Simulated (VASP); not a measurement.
Here is a VASP 6.6.1 calculation.

File INCAR:

```
  PREC = Accurate
  ENCUT = 520
  EDIFF = 1E-6
  ISMEAR = -1
  SIGMA = 0.05
  LREAL = F
  LASPH = T
  NELM = 150
  ALGO = Fast
  ISIF = 2
  LWAVE = F
  LCHARG = T
  ISPIN = 2
  MAGMOM = 2 2
  LORBIT = 11
  LMAXMIX = 4
  GGA = PE
  LELF = T
  LVHAR = T
  NBANDS = 20
```

File KPOINTS:

```
regular mesh
0
Gamma
  12 12 7
```

The input POSCAR:

```
Co
1.0
    2.4537477140      0.0000000000      0.0000000000
   -1.2268738570      2.1250078548      0.0000000000
    0.0000000000      0.0000000000      4.0083734539
Co
2
Direct
    0.3333333333      0.6666666667      0.7401390000
    0.6666666667      0.3333333333      0.2598610000
```

Potentials or basis: VASP PAW PBE potentials, release 64 (Co).

Run with:

```sh
$ cat potpaw_PBE.64/Co/POTCAR > POTCAR
$ mpirun -np 1 vasp_std > vasp.out
```

Question: What does it give for the largest force?

Answer: 0.628 eV/Å.

Question: Estimate the site moments.

Answer: Co +1.60 μB.

Question: What does it give for the pressure?

Answer: 9.2 GPa.

Forces on the atoms (eV/Å):
```
Co   0.000  0.000  0.628
Co   0.000  0.000 -0.628
```

Caveat: the cell stands under pressure.
